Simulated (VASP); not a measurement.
Wanted: the native input for a VASP 6.6.1 run.

- Task: single point
- Functional: LDA
- Potentials or basis: VASP PAW PBE potentials, release 64 (Lu, N, Ru_pv, Ba_sv)
- Cutoff: 520 eV
- k mesh: 4 × 4 × 4
- Occupations: fermi-dirac, width 0.1 eV
- Spin: no spin polarisation
- Dipole correction: no
- Further INCAR settings: ALGO = Normal; EDIFF = 1e-06; NBANDS = 56

The structure of Ba2LuRuN6 lies in POSCAR:

```
Ba2LuRuN6
1.0
    0.0000000000      4.2007400000      4.2007400000
    4.2007400000      0.0000000000      4.2007400000
    4.2007400000      4.2007400000      0.0000000000
Lu N Ru Ba
1 6 1 2
Direct
    0.0000000000      0.0000000000      0.0000000000
    0.7369000000      0.2631000000      0.2631000000
    0.2631000000      0.7369000000      0.2631000000
    0.2631000000      0.7369000000      0.7369000000
    0.7369000000      0.2631000000      0.7369000000
    0.2631000000      0.2631000000      0.7369000000
    0.7369000000      0.7369000000      0.2631000000
    0.5000000000      0.5000000000      0.5000000000
    0.2500000000      0.2500000000      0.2500000000
    0.7500000000      0.7500000000      0.7500000000
```

One way to write it, as run:

INCAR

```
PREC = Accurate
ENCUT = 520
EDIFF = 1E-6
ISMEAR = -1
SIGMA = 0.1
LREAL = False
LASPH = True
NELM = 100
ALGO = Normal
ISIF = 2
LWAVE = False
LCHARG = True
GGA = CA
LELF = True
LVHAR = True
NBANDS = 56
```

KPOINTS

```
regular mesh
0
Gamma
  4 4 4
```

Potentials or basis: VASP PAW PBE potentials, release 64 (Lu, N, Ru_pv, Ba_sv).

Run with:

```console
$ cat potpaw_PBE.64/Lu/POTCAR potpaw_PBE.64/N/POTCAR potpaw_PBE.64/Ru_pv/POTCAR potpaw_PBE.64/Ba_sv/POTCAR > POTCAR
$ mpirun -np 1 vasp_std > vasp.out
```

Results of the run:

```yaml
Pressure: -7.2 GPa
Largest_force: 0.961 eV/Å
```

Caveat: the PAW data sets were made with another functional, which shifts forces and pressure a little.

It took 2.4 min on 1 thread of Intel(R) Xeon(R) Platinum 8375C CPU @ 2.90GHz (Ice Lake) (shared host), peak memory 0.3 GiB.
